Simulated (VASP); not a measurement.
Input of a VASP 6.6.1 run:

The input INCAR:

```
PREC = Accurate
ENCUT = 500
EDIFF = 1E-6
ISMEAR = -1
SIGMA = 0.05
LREAL = False
LASPH = True
NELM = 120
ALGO = Normal
ISIF = 2
LWAVE = False
LCHARG = False
NBANDS = 16
GGA_COMPAT = False
```

File KPOINTS:

```
Automatic mesh
0
Gamma
  6 6 6
```

POSCAR

```
YTe
1.0
    0.0000000000      3.0400000000      3.0400000000
    3.0400000000      0.0000000000      3.0400000000
    3.0400000000      3.0400000000      0.0000000000
Y Te
1 1
Direct
    0.5000000000      0.5000000000      0.5000000000
    0.0000000000      0.0000000000      0.0000000000
```

Potentials or basis: VASP PAW LDA potentials, release 64 (Y_sv, Te).

Run with:

```sh
$ cat potpaw_LDA.64/Y_sv/POTCAR potpaw_LDA.64/Te/POTCAR > POTCAR
$ mpirun -np 1 vasp_std > vasp.out
```

(1) What does it give for the band gap on the k mesh?

(2) Predict the pressure.

Answers

(1) zero (an odd number of electrons rules out a gap without spin polarisation).

(2) -1.6 GPa.

Caveat: spin-orbit coupling is left out, which moves the levels of the heavy elements.
